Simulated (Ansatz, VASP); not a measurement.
# One calculation of InGaO, two programs

```
In Ga O
1.0
     4.12977    0.00000    0.00000
     0.00000    4.12977    0.00000
     0.00000    0.00000    3.78237
In Ga O
1 1 1
Direct
  0.00000 0.00000 0.00000
  0.50000 0.50000 0.00000
  0.50000 0.50000 0.50000
```

Alike in both runs: task single point; functional PBE; k mesh 12 × 12 × 12; occupations gaussian, width 0.1 eV; no spin polarisation.

|  | VASP | Ansatz |
| --- | --- | --- |
| version | VASP 6.6.1 | Ansatz 0.2.0 |
| potentials or method | VASP PAW PBE potentials, release 64 (In_d, Ga_d, O), cutoff 520 eV | scalar-relativistic, plane waves, PAW |
| valence electrons in the cell | 32 | 32 |

|  | VASP | Ansatz | Ansatz less VASP |
| --- | --- | --- | --- |
| gap on the k mesh at the Fermi level (eV) | none | none | - |
| pressure (GPa) | 0.1 | 0.0 | -0.07 |
| traceless stress, the component that is largest in VASP (GPa) | 0.32 | -0.01 | -0.333 |

A gap of «none» marks a metal or a gap that the smearing closes. With one functional, cell and mesh, what is left measures potentials, basis and numerics.
